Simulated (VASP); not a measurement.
A run of VASP 6.6.1 is set up as follows.

Contents of INCAR:

```
SYSTEM = Al
PREC     = Accurate       ! precision mode
ENCUT    = 520            ! plane-wave cutoff, eV
EDIFF    = 1E-7           ! SCF threshold, eV
ISMEAR   = 0              ! smearing method
SIGMA    = 0.15           ! smearing width, eV
LREAL    = .FALSE.        ! projectors in reciprocal space
LASPH    = .TRUE.         ! aspherical terms in the spheres
NELM     = 80             ! most SCF steps
ALGO     = Normal         ! electronic algorithm
ISIF     = 2              ! what is computed and relaxed
LWAVE    = .FALSE.        ! write WAVECAR
LCHARG   = .FALSE.        ! write CHGCAR
GGA      = PE             ! functional
IVDW     = 12             ! dispersion correction
NBANDS   = 14             ! bands
```

KPOINTS

```
Automatic mesh
0
G
  18 18 4
  0 0 0
```

POSCAR

```
Al
1.0
    2.8932000000      0.0000000000      0.0000000000
   -1.4466000000      2.5055846982      0.0000000000
    0.0000000000      0.0000000000     10.4387000000
Al
4
Direct
    0.0000000000      0.0000000000      0.0000000000
    0.3333333333      0.6666666667      0.2500000000
    0.0000000000      0.0000000000      0.5000000000
    0.6666666667      0.3333333333      0.7500000000
```

Potentials or basis: VASP PAW PBE potentials, release 64 (Al).

The run is started by

```bash
$ cat potpaw_PBE.64/Al/POTCAR > POTCAR
$ mpirun -np 1 vasp_std > vasp.out
```

(1) What does it give for the pressure?

(2) Estimate the band gap on the k mesh.

## Answers

(1) -9.4 GPa.

(2) zero (bands 6 and 7 overlap by 3.93 eV).

Caveat: the cell stands under tension.
